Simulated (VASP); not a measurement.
Wanted: the native input for a VASP 6.6.1 run.

```yaml
Task: single point
Functional: PBE
Potentials_or_basis: VASP PAW PBE potentials, release 64 (Li_sv)
Cutoff: 520 eV
k_mesh: 10 × 10 × 10
Occupations: fermi-dirac, width 0.1 eV
Spin: no spin polarisation
Dipole_correction: no
Further_INCAR_settings: ALGO = Normal; EDIFF = 1e-06; NBANDS = 10
```

The structure of Li lies in POSCAR:

```
Li
1.0
    0.0000000000      2.9937412087      2.9937412087
    2.9937412087      0.0000000000      2.9937412087
    2.9937412087      2.9937412087      0.0000000000
Li
2
Direct
    0.1250000000      0.1250000000      0.1250000000
    0.8750000000      0.8750000000      0.8750000000
```

This cell differs from its parent crystal: volume scaled by 1.04.

These files were run (other wordings do the same):

INCAR

```
  ALGO = Normal
  EDIFF = 1E-6
  ENCUT = 520
  GGA = PE
  ISIF = 2
  ISMEAR = -1
  LASPH = T
  LCHARG = F
  LREAL = F
  LWAVE = F
  NBANDS = 10
  NELM = 60
  PREC = Accurate
  SIGMA = 0.1
```

KPOINTS

```
k-points
0
Gamma
  10 10 10
```

Potentials or basis: VASP PAW PBE potentials, release 64 (Li_sv).

Run with:

```sh
$ cat potpaw_PBE.64/Li_sv/POTCAR > POTCAR
$ mpirun -np 1 vasp_std > vasp.out
```

Results of the run:

| Quantity | Value |
| --- | --- |
| Band gap on the k mesh | zero (band 3 reaches 0.56 eV, above the bottom of band 4 at -0.31 eV) |

Run time: 12 s on 1 thread of AMD EPYC 9R45 96-Core Processor (Zen 5), with other jobs on the host, peak memory 0.14 GiB.
